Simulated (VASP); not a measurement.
## AgAuC4N4: single point with PBE

The system is AgAuC4N4.

```xyz
10
Lattice="6.0125 0.0000 0.0000 0.0000 6.0125 0.0000 0.0000 0.0000 6.0125" Properties=species:S:1:pos:R:3 pbc="T T T"
Ag    3.0063    3.0063    3.0063
C     1.1068    1.1068    1.1068
C     1.1068    4.9057    4.9057
C     4.9057    1.1068    4.9057
C     4.9057    4.9057    1.1068
Au    0.0000    0.0000    0.0000
N     1.7823    1.7823    1.7823
N     1.7823    4.2302    4.2302
N     4.2302    1.7823    4.2302
N     4.2302    4.2302    1.7823
```

```json
{"Program": "VASP 6.6.1", "Task": "single point", "Functional": "PBE", "Potentials or basis": "VASP PAW PBE potentials, release 64 (Ag, C, Au, N)", "Cutoff": "520 eV", "k mesh": "4 × 4 × 4", "Occupations": "gaussian, width 0.1 eV", "Spin": "no spin polarisation", "Dipole correction": "no", "Further INCAR settings": "ALGO = Fast; EDIFF = 1e-06; NBANDS = 40"}
```

```json
{
 "Pressure": "6.8 GPa",
 "Largest force": "1.876 eV/Å",
 "Band gap on the k mesh": "zero (bands 29 and 30 overlap by 0.59 eV)"
}
```

Forces in eV/Å, atoms in the order of the input:
```
Ag   0.000  0.000  0.000
C    1.083  1.083  1.083
C    1.083 -1.083 -1.083
C   -1.083  1.083 -1.083
C   -1.083 -1.083  1.083
Au   0.000  0.000  0.000
N    0.330  0.330  0.330
N    0.330 -0.330 -0.330
N   -0.330  0.330 -0.330
N   -0.330 -0.330  0.330
```

Levels at points of the mesh, in eV from the Fermi level:
```csv
k point,band 27,band 28,band 29,band 30,band 31,band 32
"(0.00, 0.00, 0.00)",-0.92,-0.48,-0.48,-0.48,5.44,5.44
"(0.50, 0.00, 0.00)",-0.76,-0.22,0.11,0.11,5.22,5.22
"(0.50, 0.50, 0.00)",-0.79,-0.27,0.09,0.09,5.48,5.48
"(0.50, 0.50, 0.50)",-0.90,-0.42,-0.42,-0.42,5.71,5.71
```

It took 2.7 min on 1 thread of Oxide Virtual Turin-like Processor, on a shared host, peak memory 0.34 GiB.

Caveat: the cell stands under pressure; spin-orbit coupling is left out, which moves the levels of the heavy elements; forces of over 1 eV/Å act on the atoms, so gaps and moduli don't describe the material at rest.
